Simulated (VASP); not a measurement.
A run of VASP 6.6.1:

INCAR

```
  PREC = Accurate
  ENCUT = 520
  EDIFF = 1E-6
  ISMEAR = -1
  SIGMA = 0.05
  LREAL = F
  LASPH = T
  NELM = 100
  ALGO = Normal
  ISIF = 2
  LWAVE = F
  LCHARG = F
  GGA = PE
  NBANDS = 16
```

The input KPOINTS:

```
Automatic mesh
0
Gamma
  6 6 6
```

File POSCAR:

```
SrLiH3
1.0
    4.6307910000      0.0000000000      0.0000000000
    0.0000000000      4.6307910000      0.0000000000
    0.0000000000      0.0000000000      4.6307910000
Sr Li H
1 1 3
Direct
    0.5000000000      0.5000000000      0.5000000000
    0.0000000000      0.0000000000      0.0000000000
    0.5000000000      0.5000000000      0.0000000000
    0.5000000000      0.0000000000      0.5000000000
    0.0000000000      0.5000000000      0.5000000000
```

Potentials or basis: VASP PAW PBE potentials, release 64 (Sr_sv, Li_sv, H).

The run is started by

```console
$ cat potpaw_PBE.64/Sr_sv/POTCAR potpaw_PBE.64/Li_sv/POTCAR potpaw_PBE.64/H/POTCAR > POTCAR
$ mpirun -np 1 vasp_std > vasp.out
```

Hardware: 1 thread of Intel(R) Xeon(R) Platinum 8559C (Emerald Rapids), with other jobs on the host.

Task: Estimate the wall time of this run.

Result: It took 26 s on 1 thread of Intel(R) Xeon(R) Platinum 8559C (Emerald Rapids), with other jobs on the host, peak memory 0.21 GiB. Counts: scf iterations 15, k points 20.
